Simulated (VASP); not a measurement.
A run of VASP 6.6.1:

File INCAR:

```
SYSTEM = I
PREC = Accurate ; ENCUT = 520
EDIFF = 1E-6 ; ISMEAR = -1
SIGMA = 0.05 ; LREAL = .False.
LASPH = .True. ; NELM = 80
ALGO = Normal ; ISIF = 2
LWAVE = .False. ; LCHARG = .False.
NBANDS = 22
```

File KPOINTS:

```
regular mesh
0
Gamma
  7 7 3
  0 0 0
```

File POSCAR:

```
I
1.0
    3.5859068830     -2.3626508969      0.0000000000
    3.5859068830      2.3626508969      0.0000000000
    0.0000000000      0.0000000000      9.6610799909
I
4
Direct
    0.6493000000      0.3507000000      0.3844000000
    0.1493000000      0.8507000000      0.1156000000
    0.3507000000      0.6493000000      0.6156000000
    0.8507000000      0.1493000000      0.8844000000
```

Potentials or basis: VASP PAW LDA potentials, release 64 (I).

Launch:

```sh
$ cat potpaw_LDA.64/I/POTCAR > POTCAR
$ mpirun -np 1 vasp_std > vasp.out
```

Hardware: 1 thread of Intel(R) Xeon(R) 6975P-C (Granite Rapids), with other jobs on the host.

**Question.** Estimate the wall time of this run.

**Answer.** Run time: 48 s on 1 thread of Intel(R) Xeon(R) 6975P-C (Granite Rapids), with other jobs on the host, peak memory 0.24 GiB. Counts: scf iterations 15, k points 32.
